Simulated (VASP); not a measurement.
Here is a VASP 6.6.1 calculation.

INCAR

```
SYSTEM = Na
PREC = Accurate
ENCUT = 520
EDIFF = 1E-6
ISMEAR = -1
SIGMA = 0.05
LREAL = .False.
LASPH = .True.
NELM = 80
ALGO = Normal
ISIF = 2
LWAVE = .False.
LCHARG = .False.
GGA = PS
NBANDS = 10
```

File KPOINTS:

```
Automatic mesh
0
Gamma
  9 9 9
  0 0 0
```

File POSCAR:

```
Na
1.0
   -1.8621837592      1.8621837592      1.8621837592
    1.8621837592     -1.8621837592      1.8621837592
    1.8621837592      1.8621837592     -1.8621837592
Na
1
Direct
    0.0000000000      0.0000000000      0.0000000000
```

Potentials or basis: VASP PAW PBE potentials, release 64 (Na_pv).

The run is started by

```sh
$ cat potpaw_PBE.64/Na_pv/POTCAR > POTCAR
$ mpirun -np 1 vasp_std > vasp.out
```

(1) Estimate the pressure.

(2) Estimate the band gap on the k mesh.

Answers

(1) 4.9 GPa.

(2) zero (an odd number of electrons rules out a gap without spin polarisation).

Caveat: the cell stands under pressure; the PAW data sets were made with another functional, which shifts forces and pressure a little.
